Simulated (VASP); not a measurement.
Crystal: Rb2ICl.

```
Cl I Rb
1.0
     2.46441    1.42283    8.13513
    -2.46441    1.42283    8.13513
     0.00000   -2.84566    8.13513
Cl I Rb
1 1 2
Direct
  0.00000 0.00000 0.00000
  0.50000 0.50000 0.50000
  0.25967 0.25967 0.25967
  0.74033 0.74033 0.74033
```

Base run:

| Quantity | Value |
| --- | --- |
| Program | VASP 6.6.1 |
| Functional | PBE |
| Potentials or basis | VASP PAW PBE potentials, release 64 (Cl, I, Rb_sv) |
| Cutoff | 520 eV |
| k mesh | 6 × 6 × 6 |
| Occupations | gaussian, width 0.01 eV |
| Spin | no spin polarisation |

Its results: band gap on the k mesh 3.78 eV; pressure 0.5 GPa.

Question: The run is repeated on the same cell with these changes: functional from PBE to r2SCAN; further incar settings from ALGO = Fast; EDIFF = 1e-07; NBANDS = 24 to ALGO = Normal; EDIFF = 1e-06; NBANDS = 24. What comes out?

Answer: Band gap on the k mesh 4.34 eV; pressure 0.0 GPa.

Caveats: spin-orbit coupling is left out, which moves the levels of the heavy elements; the PAW data sets were made with another functional, which shifts forces and pressure a little (at least some runs).

A k mesh can miss the band edges.
